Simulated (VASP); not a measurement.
The system is LiH.

```
Li H
1.0
     0.00000    2.03675    2.03675
     2.03675    0.00000    2.03675
     2.03675    2.03675    0.00000
Li H
1 1
Direct
  0.00000 0.00000 0.00000
  0.50000 0.50000 0.50000
```

```yaml
Program: VASP 6.6.1
Task: relaxation of cell and atoms
Functional: PBE
Dispersion: D3(BJ)
Potentials_or_basis: VASP PAW PBE potentials, release 64 (Li_sv, H)
Cutoff: 600 eV
k_mesh: 10 × 10 × 10
Occupations: fermi-dirac, width 0.02 eV
Spin: no spin polarisation
```

At the start: pressure -4.9 GPa; volume 8.45 Å³/atom.

Question: How do energy, volume and symmetry change on relaxing?

Answer: Over 5 steps the energy falls by 20.9 meV/atom and the volume is 7.24 Å³/atom (-14.4 %); space group Fm-3m (No. 225, to 0.05 Å).

The path:
| step | energy change (eV) | largest force (eV/Å) | pressure (GPa) | volume (Å³) |
| --- | --- | --- | --- | --- |
| 1 | 0.0000 | 0.0000 | -4.93 | 16.90 |
| 2 | -0.0175 | 0.0000 | -3.98 | 16.27 |
| 3 | -0.0401 | 0.0000 | -1.21 | 14.92 |
| 4 | -0.0419 | 0.0000 | 0.15 | 14.42 |
| 5 | -0.0419 | 0.0000 | 0.00 | 14.47 |

Final structure:
```
Li H
1.0
     0.00000    1.93422    1.93422
     1.93422    0.00000    1.93422
     1.93422    1.93422    0.00000
Li H
1 1
Direct
  0.00000 0.00000 0.00000
  0.50000 0.50000 0.50000
```

Caveat: the cutoff is under 1.25 times the usual one of these potentials, so pressure, stress and relaxed cells hold a basis-set (Pulay) error; the volume moved by -14 % from the deposited cell, more than functionals usually miss.
